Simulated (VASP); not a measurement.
Crystal: Mg2Si3N.

```xyz
6
Lattice="3.8169 0.0000 0.0000 -1.9084 3.3055 0.0000 0.0000 0.0000 8.5055" Properties=species:S:1:pos:R:3 pbc="T T T"
Mg    1.9084    1.1018    6.3984
Mg    1.9084    1.1018    2.1071
Si    0.0000    0.0000    0.0000
Si    0.0000    2.2037    4.2528
Si    0.0000    2.2037    0.0000
N     0.0000    0.0000    4.2528
```

- Program: VASP 6.6.1
- Task: relaxation of cell and atoms
- Functional: PBE
- Potentials or basis: VASP PAW PBE potentials, release 64 (Mg, Si, N)
- Cutoff: 600 eV
- k mesh: 6 × 6 × 2
- Occupations: gaussian, width 0.1 eV
- Spin: no spin polarisation

At the start: pressure -3.2 GPa; volume 17.89 Å³/atom.

Question: How do energy, volume and symmetry change on relaxing?

Answer: Over 8 steps the energy falls by 61.4 meV/atom and the volume is 16.24 Å³/atom (-9.2 %); space group P-6m2 (No. 187, to 0.05 Å).

The path:
```csv
step,energy change (eV),largest force (eV/Å),pressure (GPa),volume (Å³)
1,0.0000,0.7337,-3.16,107.31
2,-0.1389,0.6580,-0.32,101.92
3,-0.1779,0.5448,2.58,97.75
4,-0.2714,0.3290,2.25,97.02
5,-0.3345,0.1727,1.60,94.55
6,-0.3587,0.0021,1.72,95.49
7,-0.3588,0.0177,1.70,95.41
8,-0.3685,0.0299,-0.08,97.45
```

Final structure:
```
CELL_PARAMETERS angstrom
3.84170 0.00000 0.00000
-1.92085 3.32701 0.00000
0.00000 0.00000 7.62410
ATOMIC_POSITIONS crystal
Mg 0.66667 0.33333 0.73244
Mg 0.66667 0.33333 0.26756
Si 0.00000 0.00000 0.00000
Si 0.33333 0.66667 0.50000
Si 0.33333 0.66667 0.00000
N 0.00000 0.00000 0.50000
```

Caveat: the k points lie up to 0.41 Å⁻¹ apart in the final cell.
